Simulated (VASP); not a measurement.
Wanted: the native input for a VASP 6.6.1 run.

* Task: relaxation of the atoms
* Functional: PBE
* Potentials or basis: VASP PAW PBE potentials, release 64 (B, Sc_sv, N)
* Cutoff: 520 eV
* k mesh: 1 × 1 × 1, shifted
* Occupations: gaussian, width 0.01 eV
* Spin: no spin polarisation
* Dipole correction: no
* Further INCAR settings: LREAL = Auto; ALGO = Normal; EDIFF = 1e-07; IBRION = 2; EDIFFG = -0.03; NSW = 100

The structure of ScB15N16 (a cell with a defect) lies in POSCAR:

```
ScB15N16
1.0
   -3.6241103800      3.6241103800     -3.6241103800
    3.6241103800      3.6241103800      3.6241103800
    3.6241103800     -3.6241103800     -3.6241103800
B Sc N
15 1 16
Direct
    0.0000000000      0.0000000000      0.0000000000
    0.0000000000      0.2500000000      0.7500000000
    0.0000000000      0.5000000000      0.5000000000
    0.0000000000      0.7500000000      0.2500000000
    0.2500000000      0.0000000000      0.7500000000
    0.2500000000      0.5000000000      0.2500000000
    0.2500000000      0.7500000000      0.0000000000
    0.5000000000      0.0000000000      0.5000000000
    0.5000000000      0.2500000000      0.2500000000
    0.5000000000      0.5000000000      0.0000000000
    0.5000000000      0.7500000000      0.7500000000
    0.7500000000      0.0000000000      0.2500000000
    0.7500000000      0.2500000000      0.0000000000
    0.7500000000      0.5000000000      0.7500000000
    0.7500000000      0.7500000000      0.5000000000
    0.2500000000      0.2500000000      0.5000000000
    0.0000000000      0.0000000000      0.2500000000
    0.0000000000      0.2500000000      0.0000000000
    0.0000000000      0.5000000000      0.7500000000
    0.0000000000      0.7500000000      0.5000000000
    0.2500000000      0.0000000000      0.0000000000
    0.2500000000      0.2500000000      0.7500000000
    0.2500000000      0.5000000000      0.5000000000
    0.2500000000      0.7500000000      0.2500000000
    0.5000000000      0.0000000000      0.7500000000
    0.5000000000      0.2500000000      0.5000000000
    0.5000000000      0.5000000000      0.2500000000
    0.5000000000      0.7500000000      0.0000000000
    0.7500000000      0.0000000000      0.5000000000
    0.7500000000      0.2500000000      0.2500000000
    0.7500000000      0.5000000000      0.0000000000
    0.7500000000      0.7500000000      0.7500000000
```

One way to write it, as run:

INCAR

```
PREC = Accurate
ENCUT = 520
EDIFF = 1E-7
ISMEAR = 0
SIGMA = 0.01
LREAL = Auto
LASPH = T
NELM = 120
ALGO = Normal
ISIF = 2
LWAVE = F
LCHARG = F
GGA = PE
IBRION = 2
NSW = 100
EDIFFG = -0.03
GGA_COMPAT = F
NELMIN = 4
```

KPOINTS

```
Automatic mesh
0
Gamma
  1 1 1
  0.25 0.25 0.25
```

Potentials or basis: VASP PAW PBE potentials, release 64 (B, Sc_sv, N).

Command:

```console
$ cat potpaw_PBE.64/B/POTCAR potpaw_PBE.64/Sc_sv/POTCAR potpaw_PBE.64/N/POTCAR > POTCAR
$ mpirun -np 1 vasp_std > vasp.out
```

It gave:

| Item | Value |
| --- | --- |
| Pressure after relaxing | 28.0 GPa |
| Largest force after relaxing | 0.024 eV/Å |
| Band gap on the k mesh | 5.20 eV |

Caveat: the k points lie up to 1.23 Å⁻¹ apart, too coarse for converged energies, forces and pressures.

It took 17 min on 1 thread of Intel Xeon 8259CL, with other jobs on the host, peak memory 0.35 GiB.
